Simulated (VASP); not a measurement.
Sb: single point with PBE

Sb:

```
Sb
1.0
     2.18733   -1.26285    3.84126
     0.00000    2.52571    3.84126
    -2.18733   -1.26285    3.84126
Sb
2
Direct
  0.23286 0.23286 0.23286
  0.76714 0.76714 0.76714
```

- Program: VASP 6.6.1
- Task: single point
- Functional: PBE
- Potentials or basis: VASP PAW PBE potentials, release 64 (Sb)
- Cutoff: 520 eV
- k mesh: 11 × 11 × 11
- Occupations: fermi-dirac, width 0.1 eV
- Spin: no spin polarisation

| Quantity | Value |
| --- | --- |
| Pressure | 0.0 GPa |
| Largest force | 0.037 eV/Å |
| Band gap on the k mesh | zero (band 5 reaches 6.75 eV, above the bottom of band 6 at 6.61 eV) |

Forces in eV/Å, atoms in the order of the input:
```
Sb   0.000  0.000  0.037
Sb   0.000  0.000 -0.037
```

Levels at points of the mesh, in eV from the Fermi level:
```csv
k point,band 3,band 4,band 5,band 6,band 7,band 8
"(0.00, 0.00, 0.00)",-1.94,-1.68,-1.68,1.98,2.60,2.60
```

Run time: 72 s on 1 thread of Intel(R) Xeon(R) Platinum 8259CL CPU @ 2.50GHz (Skylake/Cascade Lake) (shared host), peak memory 0.26 GiB.

Caveat: spin-orbit coupling is left out, which moves the levels of the heavy elements.
